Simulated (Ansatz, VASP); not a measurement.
**One calculation of Sc4SiN, two programs**

INCAR

```
SYSTEM = Sc4SiN
PREC = Accurate
ENCUT = 600
EDIFF = 1E-6
ISMEAR = 0
SIGMA = 0.1
LREAL = .False.
LASPH = .True.
NELM = 80
ALGO = Normal
ISIF = 3
LWAVE = .False.
LCHARG = .False.
GGA = PE
IBRION = 2
NSW = 90
EDIFFG = -0.04
```

File KPOINTS:

```
Automatic mesh
0
Gamma
  4 4 4
  0 0 0
```

File POSCAR:

```
Sc4SiN
1.0
    2.5872972300     -4.4069826900      0.0000000000
    2.5872972300      4.4069826900      0.0000000000
    0.0000000000      0.0000000000      4.2301126400
Sc Si N
4 1 1
Direct
    0.6906595100      0.3093404900      0.0000000000
    0.3093404900      0.6906595100      0.0000000000
    0.5000000000      0.0000000000      0.5000000000
    0.0000000000      0.5000000000      0.5000000000
    0.5000000000      0.5000000000      0.5000000000
    0.0000000000      0.0000000000      0.0000000000
```

Input for Ansatz:

```yaml
crystal:
  lattice:
    - [2.58729723, -4.40698269, 0.0]
    - [2.58729723, 4.40698269, 0.0]
    - [0.0, 0.0, 4.23011264]
  atoms:
    - { symbol: Sc, position: [0.69065951, 0.30934049, 0.0] }
    - { symbol: Sc, position: [0.30934049, 0.69065951, 0.0] }
    - { symbol: Sc, position: [0.5, 0.0, 0.5] }
    - { symbol: Sc, position: [0.0, 0.5, 0.5] }
    - { symbol: Si, position: [0.5, 0.5, 0.5] }
    - { symbol: "N", position: [0.0, 0.0, 0.0] }
basis:
  ecutwfc: 420
kpoints:
  mp_grid: { grid: [4, 4, 4] }
hamiltonian:
  xc: pbe
scf:
  occupations: { method: gaussian, width: 0.1 }
  lower_state_search: "off"
output:
  forces: true
  stress: true
  eigenvalues: true
relax:
  adjacent_minimum: "off"
  f_tol: 0.04
  max_steps: 70
  cell: { stress_tol: 0.4 }
```

Change from the starting cell: species swapped into the CeAlCo4 type (Cmmm, No. 65).

Alike in both runs: task relaxation of cell and atoms; functional PBE; k mesh 4 × 4 × 4; occupations gaussian, width 0.1 eV; no spin polarisation.

|  | VASP | Ansatz |
| --- | --- | --- |
| version | VASP 6.6.1 | Ansatz 0.2.0 |
| potentials or method | VASP PAW PBE potentials, release 64 (Sc_sv, Si, N), cutoff 600 eV | scalar-relativistic, plane waves, PAW |
| valence electrons in the cell | 53 | 53 |

```csv
,VASP,Ansatz,Ansatz less VASP
"gap on the k mesh at the Fermi level, each at its own relaxed structure (eV)",none,none,-
relaxed volume (Å³/atom),22.84,22.98,+0.143
relaxed length of the cell vector where the two differ most in proportion (Å),5.031,4.787,-0.2438
```

A gap of «none» marks a metal or a gap that the smearing closes.

The k mesh is coarse, so the values compare programs but aren't converged. Noted on VASP's run: the volume moved by over 15 % at a fixed basis, so the end points are rough.
